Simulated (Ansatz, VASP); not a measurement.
**Hf: VASP beside Ansatz**

```
Hf
1.0
     3.20577    0.00000    0.00000
    -1.60289    2.77628    0.00000
     0.00000    0.00000    5.06550
Hf
2
Direct
  0.33333 0.66667 0.25000
  0.66667 0.33333 0.75000
```

Alike in both runs: functional PBE; k mesh 16 × 16 × 10; occupations gaussian, width 0.05 eV; no spin polarisation.

Ansatz relaxed the structure, and its values are those at the end. VASP's run is a single point on that final structure, the one shown.

```csv
,VASP,Ansatz
version,VASP 6.6.1,Ansatz 0.2.0
potentials or method,"VASP PAW PBE potentials, release 64 (Hf_pv), cutoff 520 eV","scalar-relativistic, plane waves, PAW"
valence electrons in the cell,20,52
```

Ansatz gave:

| Item | Value |
| --- | --- |
| gap on the k mesh at the Fermi level (eV) | none |
| pressure (GPa) | 0.0 |

What did VASP give for the same quantities?

gap on the k mesh at the Fermi level (eV): none; pressure (GPa): -0.5.

A gap of «none» marks a metal or a gap that the smearing closes. VASP's potentials hold 20 valence electrons a cell and Ansatz's 52, so a difference there can come from the potentials and not from the codes.

Spin-orbit coupling is off throughout.
